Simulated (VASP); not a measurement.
# SnSe2 in VASP: a series of runs

Runs on SnSe2. Level: PBE+D3(BJ). Tasks: single point.

Program: VASP 6.6.1. These are calculated values, not measurements. Logs are shortened: lines on timing, memory, paths and dates and some standing lists are left out, and cuts for length are marked.

## (1) The cell of the first run

The cell holds a slab with vacuum, 3 atoms: a = 3.596 Å, b = 3.596 Å, c = 32.374 Å, α = 90.00°, β = 90.00°, γ = 120.00°.

## (2) Single point, PBE+D3(BJ)

Contents of INCAR:

```
SYSTEM = SnSe2
ALGO = Normal
DIPOL = 0.5 0.5 0.500
EDIFF = 1E-7
ENCUT = 520
GGA = PE
IDIPOL = 3
ISIF = 2
ISMEAR = 0
IVDW = 12
LASPH = .True.
LCHARG = .True.
LDIPOL = .True.
LELF = .True.
LREAL = .False.
LVACPOTAV = .True.
LVHAR = .True.
LWAVE = .False.
NBANDS = 20
NELM = 100
PREC = Accurate
SIGMA = 0.02
```

Contents of KPOINTS:

```
k-points
0
Gamma
  9 9 1
  0 0 0
```

Contents of POSCAR:

```
SnSe2
1.0
    3.5960000000      0.0000000000      0.0000000000
   -1.7980000000      3.1142273520      0.0000000000
    0.0000000000      0.0000000000     32.3737046298
Se Sn
2 1
Direct
    0.6666666667      0.3333333333      0.4479979193
    0.3333333333      0.6666666667      0.5520020807
    0.0000000000      0.0000000000      0.5000000000
```

Potentials or basis: VASP PAW PBE potentials, release 64 (Se, Sn_d).

Command:

```
$ cat potpaw_PBE.64/Se/POTCAR potpaw_PBE.64/Sn_d/POTCAR > POTCAR
$ mpirun -np 1 vasp_std > vasp.out
```

OUTCAR:

```text
SYSTEM = SnSe2
   EDIFF = 1E-7
   ENCUT = 520
   GGA = PE
   ISIF = 2
   ISMEAR = 0
   IVDW = 12
   LASPH = .True.
   LREAL = .False.
   NELM = 100
   PREC = Accurate
 IVDW          = 12

 ion  position               nearest neighbor table
   1  0.667  0.333  0.448-   3 2.67   3 2.67   3 2.67
   2  0.333  0.667  0.552-   3 2.67   3 2.67   3 2.67
   3  0.000  0.000  0.500-   1 2.67   2 2.67   2 2.67   1 2.67   1 2.67   2 2.67

  LATTYP: Found a hexagonal cell.
 ALAT       =     3.5960000000
 C/A-ratio  =     9.0026987291

  Lattice vectors:

 A1 = (   3.5960000000,   0.0000000000,   0.0000000000)
 A2 = (  -1.7980000000,   3.1142273520,   0.0000000000)
 A3 = (   0.0000000000,   0.0000000000,  32.3737046298)

Analysis of symmetry for initial positions (statically):
=====================================================================
 Subroutine PRICEL returns:
 Original cell was already a primitive cell.

 Routine SETGRP: Setting up the symmetry group for a
 hexagonal supercell.

 Subroutine GETGRP returns: Found 12 space group operations
 (whereof 12 operations were pure point group operations)
 out of a pool of 24 trial point group operations.

The static configuration has the point symmetry D_3d.

Analysis of symmetry for dynamics (positions and initial velocities):
=====================================================================
 Subroutine PRICEL returns:
 Original cell was already a primitive cell.

 Routine SETGRP: Setting up the symmetry group for a
 hexagonal supercell.

 Subroutine GETGRP returns: Found 12 space group operations
 (whereof 12 operations were pure point group operations)
 out of a pool of 24 trial point group operations.

The dynamic configuration has the point symmetry D_3d.

 Subroutine INISYM returns: Found 12 space group operations
 (whereof 12 operations are pure point group operations),
 and found     1 'primitive' translations

----------------------------------------------------------------------------------------

                                     Primitive cell

  volume of cell :     362.5454

  direct lattice vectors                    reciprocal lattice vectors
     3.596000000  0.000000000  0.000000000     0.278086763  0.160553468  0.000000000
    -1.798000000  3.114227352  0.000000000     0.000000000  0.321106935  0.000000000
     0.000000000  0.000000000 32.373704630     0.000000000  0.000000000  0.030889267

  length of vectors
     3.596000000  3.596000000 32.373704630     0.321106935  0.321106935  0.030889267

  position of ions in fractional coordinates (direct lattice)
     0.666666667  0.333333333  0.447997919
     0.333333333  0.666666667  0.552002081
     0.000000000  0.000000000  0.500000000

  ion indices of the primitive-cell ions
   primitive index   ion index
                 1           1
                 2           2
                 3           3

----------------------------------------------------------------------------------------

 KPOINTS: k-points

Automatic generation of k-mesh.
 Grid dimensions read from file:
 generate k-points for:    9    9    1

 Generating k-lattice:

  Cartesian coordinates                     Fractional coordinates (reciprocal lattice)
     0.030898529  0.017839274  0.000000000     0.111111111 -0.000000000  0.000000000
     0.000000000  0.035678548  0.000000000     0.000000000  0.111111111  0.000000000
     0.000000000  0.000000000  0.030889267     0.000000000  0.000000000  1.000000000

  Length of vectors
     0.035678548  0.035678548  0.030889267

  Shift w.r.t. Gamma in fractional coordinates (k-lattice)
     0.000000000  0.000000000  0.000000000

 Subroutine IBZKPT returns following result:
 ===========================================

 Found     12 irreducible k-points:

 Following reciprocal coordinates:
            Coordinates               Weight
  0.000000  0.000000  0.000000      1.000000
  0.111111 -0.000000  0.000000      6.000000
  0.222222  0.000000  0.000000      6.000000
  0.333333 -0.000000  0.000000      6.000000
  0.444444  0.000000  0.000000      6.000000
  0.111111  0.111111  0.000000      6.000000
  0.222222  0.111111  0.000000     12.000000
  0.333333  0.111111  0.000000     12.000000
  0.444444  0.111111  0.000000      6.000000
  0.222222  0.222222  0.000000      6.000000
  0.333333  0.222222  0.000000     12.000000
  0.333333  0.333333  0.000000      2.000000
   k-points           NKPTS =     12   k-points in BZ     NKDIM =     12   number of bands    NBANDS=     20
   number of dos      NEDOS =    301   number of ions     NIONS =      3
   total plane-waves  NPLWV = 196000
   dimension x,y,z NGX =    28 NGY =   28 NGZ =  250
   dimension x,y,z NGXF=    56 NGYF=   56 NGZF=  500
   ions per type =               2   1
   NGX,Y,Z   is equivalent  to a cutoff of  12.94, 12.94, 12.84 a.u.
   NGXF,Y,Z  is equivalent  to a cutoff of  25.89, 25.89, 25.68 a.u.
 SYSTEM =  SnSe2
   PREC   = accura    normal or accurate (medium, high low for compatibility)
   ISTART =      0    job   : 0-new  1-cont  2-samecut
   ICHARG =      2    charge: 1-file 2-atom 10-const
   ISPIN  =      1    spin polarized calculation?
   LNONCOLLINEAR =      F non collinear calculations
   LSORBIT =      F    spin-orbit coupling
   LASPH  =      T    aspherical Exc in radial PAW
   ENCUT  =  520.0 eV  38.22 Ry    6.18 a.u.   6.69  6.69 60.19*2*pi/ulx,y,z
   NELM   =    100;   NELMIN=  2; NELMDL= -5     # of ELM steps
   EDIFF  = 0.1E-06   stopping-criterion for ELM
   LREAL  =      F    real-space projection
   EDIFFG = 0.1E-05   stopping-criterion for IOM
   NSW    =      0    number of steps for IOM
   IBRION =     -1    ionic relax: 0-MD 1-quasi-New 2-CG
   NFREE  =      0    steps in history (QN), initial steepest desc. (CG)
   ISIF   =      2    stress and relaxation
   ISYM   =      2    0-nonsym 1-usesym 2-fastsym
   POTIM  = 0.5000    time-step for ionic-motion
   TEBEG  =    0.0;   TEEND  =   0.0 temperature during run
   PSTRESS=    0.0 pullay stress
   NELECT =      26.0000    total number of electrons
   NUPDOWN=      -1.0000    fix difference up-down
   EMIN   =  10.00;   EMAX   =-10.00  energy-range for DOS
   EFERMI =   0.00;   METHOD = LEGACY
   ISMEAR =     0;   SIGMA  =   0.02  broadening in eV -4-tet -1-fermi 0-gaus
   EFERMI_NEDOS =   21; number of points for ismear=-14 and -15
   IALGO  =     38    algorithm
   IMIX   =      4    mixing-type and parameters
     AMIX     =   0.40;   BMIX     =  1.00
     AMIX_MAG =   1.60;   BMIX_MAG =  1.00
  volume/ion in A,a.u.               =     120.85       815.53
  Fermi-wavevector in a.u.,A,eV,Ry     =   0.680161  1.285318  6.294316  0.462619
  Thomas-Fermi vector in A             =   1.758571
   LORBIT       =      0    0 simple, 1 ext, 2 COOP (PROOUT), +10 PAW based schemes
   GGA     = PE    functional components
   LHFCALC =     F    Hartree Fock is set to
   AEXX    =    0.0000 exact exchange contribution
   IVDW    =    12    specifies the selected vdW correction
   LEPSILON=     F    determine dielectric tensor
   LRPA    =     F    only Hartree local field effects (RPA)
 non-spin polarized calculation
 Gauss-broadening in eV      SIGMA  =   0.02
  energy-cutoff  :      520.00
  volume of cell :      362.55
 maximum number of plane-waves:      9841
 NGX is ok and might be reduce to    28
   NGX = 13   NGY = 13   NGZ =121

 dipolmoment           0.000000      0.000000      0.000000 electrons x Angstroem

 number of electron      25.9999990 magnetization

 dipolmoment           0.000000      0.000000     -0.000000 electrons x Angstroem

 Free energy of the ion-electron system (eV)
  ---------------------------------------------------
  ext. energy  EPLUGINS =         0.00000000
  ---------------------------------------------------
  free energy    TOTEN  =       -11.50174354 eV

  energy without entropy =      -11.50174354  energy(sigma->0) =      -11.50174354

 E-fermi :  -2.9729     XC(G=0):  -2.2779

 val. band max:       -3.1305248706   @ k =   0.0000   0.0000   0.0000
 cond. band min:      -2.6929608362   @ k =   0.4444   0.0000   0.0000
 fundamental gap:      0.4375640344
 Fermi energy:        -2.9728961037

 k-point     1 :       0.0000    0.0000    0.0000
  band No.  band energies     occupation
      1     -24.8002      2.00000
      2     -24.8002      2.00000
      3     -24.7278      2.00000
      4     -24.7077      2.00000
      5     -24.7077      2.00000
      6     -17.6732      2.00000
[... 12 lines left out ...]
     19       1.8170      0.00000
     20       2.1706      0.00000

 k-point     2 :       0.1111   -0.0000    0.0000
  band No.  band energies     occupation
      1     -24.8057      2.00000
      2     -24.7907      2.00000
      3     -24.7220      2.00000
      4     -24.7154      2.00000
      5     -24.7087      2.00000
      6     -17.5274      2.00000
[... 12 lines left out ...]
     19       2.1968      0.00000
     20       2.4191      0.00000

 k-point     3 :       0.2222    0.0000    0.0000
  band No.  band energies     occupation
      1     -24.8228      2.00000
      2     -24.7680      2.00000
      3     -24.7342      2.00000
      4     -24.7097      2.00000
      5     -24.7048      2.00000
      6     -17.1070      2.00000
[... 12 lines left out ...]
     19       2.7748      0.00000
     20       2.9493      0.00000

 k-point     4 :       0.3333   -0.0000    0.0000
  band No.  band energies     occupation
      1     -24.8462      2.00000
      2     -24.7516      2.00000
      3     -24.7481      2.00000
      4     -24.7047      2.00000
      5     -24.6849      2.00000
      6     -16.4837      2.00000
[... 153 lines left out ...]
 k-point    11 :       0.3333    0.2222    0.0000
  band No.  band energies     occupation
      1     -24.8311      2.00000
      2     -24.7732      2.00000
      3     -24.7439      2.00000
      4     -24.7124      2.00000
      5     -24.6723      2.00000
      6     -15.6051      2.00000
[... 12 lines left out ...]
     19       4.8261      0.00000
     20       5.2077      0.00000

 k-point    12 :       0.3333    0.3333    0.0000
  band No.  band energies     occupation
      1     -24.8028      2.00000
      2     -24.8028      2.00000
      3     -24.7269      2.00000
      4     -24.7269      2.00000
      5     -24.6733      2.00000
      6     -15.2825      2.00000
[... 12 lines left out ...]
     19       5.6565      0.00000
     20       5.6565      0.00000

------------------------ aborting loop because EDIFF is reached ----------------------------------------

 vacuum level on the upper side and lower side of the slab       (xc-potential included)        -0.099        -0.099

 Edisp (eV)   -0.84550

 E8    (eV) :    -0.3937

  FORCE on cell =-STRESS in cart. coord.  units (eV):
  Direction    XX          YY          ZZ          XY          YZ          ZX
  --------------------------------------------------------------------------------------
  -------------------------------------------------------------------------------------
  Total       4.33614     4.33614    -0.35747     0.00000     0.00000    -0.00000
  in kB      19.16247    19.16247    -1.57975     0.00000     0.00000    -0.00000
  external pressure =       12.25 kB  Pullay stress =        0.00 kB

 VOLUME and BASIS-vectors are now :
 -----------------------------------------------------------------------------
  energy-cutoff  :      520.00
  volume of cell :      362.55
      direct lattice vectors                 reciprocal lattice vectors
     3.596000000  0.000000000  0.000000000     0.278086763  0.160553468  0.000000000
    -1.798000000  3.114227352  0.000000000     0.000000000  0.321106935  0.000000000
     0.000000000  0.000000000 32.373704630     0.000000000  0.000000000  0.030889267

 POSITION                                       TOTAL-FORCE (eV/Angst)
 -----------------------------------------------------------------------------------
      1.79800      1.03808     14.50335         0.000000      0.000000      0.102489
     -0.00000      2.07615     17.87035        -0.000000     -0.000000     -0.102489
      0.00000      0.00000     16.18685         0.000000      0.000000      0.000000
 -----------------------------------------------------------------------------------
    total drift:                               -0.000000     -0.000000     -0.000000

  FREE ENERGIE OF THE ION-ELECTRON SYSTEM (eV)
  ---------------------------------------------------
  free  energy   TOTEN  =       -12.3472481104 eV

  energy  without entropy=      -12.3472481104  energy(sigma->0) =      -12.34724811

 vacuum level on the upper side and lower side of the slab         2.085         2.085
```

Wall time 2 min (1 thread of Intel Xeon Platinum 8488C (Sapphire Rapids), shared host); peak memory 0.47 GiB.

Results:

```yaml
Free_energy: -12.3472 eV
Largest_force: 0.102 eV/Å
Band_gap_on_the_k_mesh: 0.44 eV, indirect (least direct gap 1.05 eV)
Dispersion_energy_per_atom: -0.282 eV
Ionisation_potential_of_the_upper_face: 5.22 eV
```

Forces on the atoms (eV/Å):
```
Se   0.000  0.000  0.102
Se   0.000  0.000 -0.102
Sn   0.000  0.000  0.000
```

Caveat: spin-orbit coupling is left out, which moves the levels of the heavy elements.

## (3) Single point, PBE+D3(BJ)

This run uses another cell than the first one, of 131.35 Å³/atom, 1.087 times its volume.

Contents of INCAR:

```
PREC = Accurate
ENCUT = 520
EDIFF = 1E-7
ISMEAR = 0
SIGMA = 0.02
LREAL = F
LASPH = T
NELM = 80
ALGO = Normal
ISIF = 2
LWAVE = F
LCHARG = T
LDIPOL = T
IDIPOL = 3
DIPOL = 0.5 0.5 0.500
GGA = PE
IVDW = 12
LELF = T
LVHAR = T
LVACPOTAV = T
NBANDS = 20
```

Contents of KPOINTS:

```
regular mesh
0
Gamma
  9 9 1
```

Contents of POSCAR:

```
SnSe2
1.0
    3.7490000000      0.0000000000      0.0000000000
   -1.8745000000      3.2467292388      0.0000000000
    0.0000000000      0.0000000000     32.3737046298
Se Sn
2 1
Direct
    0.6666666667      0.3333333333      0.4544228868
    0.3333333333      0.6666666667      0.5455771132
    0.0000000000      0.0000000000      0.5000000000
```

Potentials or basis: VASP PAW PBE potentials, release 64 (Se, Sn_d).

Command:

```
$ cat potpaw_PBE.64/Se/POTCAR potpaw_PBE.64/Sn_d/POTCAR > POTCAR
$ mpirun -np 1 vasp_std > vasp.out
```

Run time: 1.9 min. Hardware: 1 thread of Intel Xeon Platinum 8488C (Sapphire Rapids), shared host; peak memory 0.48 GiB.

Results (log left out):

| Quantity | Value |
| --- | --- |
| Free energy | -12.3344 eV |
| Largest force | 1.720 eV/Å |
| Band gap on the k mesh | 1.17 eV, indirect (least direct gap 1.44 eV) |
| Dispersion energy per atom | -0.270 eV |
| Ionisation potential of the upper face | 6.12 eV |

Forces on the atoms (eV/Å):
```
Se   0.000  0.000 -1.720
Se   0.000  0.000  1.720
Sn   0.000  0.000  0.000
```

Levels at points of the mesh, in eV from the valence-band top:
| k point | band 11 | band 12 | band 13 | band 14 | band 15 | band 16 |
| --- | --- | --- | --- | --- | --- | --- |
| (0.00, 0.00, 0.00) | -0.63 | -0.14 | -0.14 | 2.05 | 3.16 | 4.81 |

Caveat: spin-orbit coupling is left out, which moves the levels of the heavy elements.
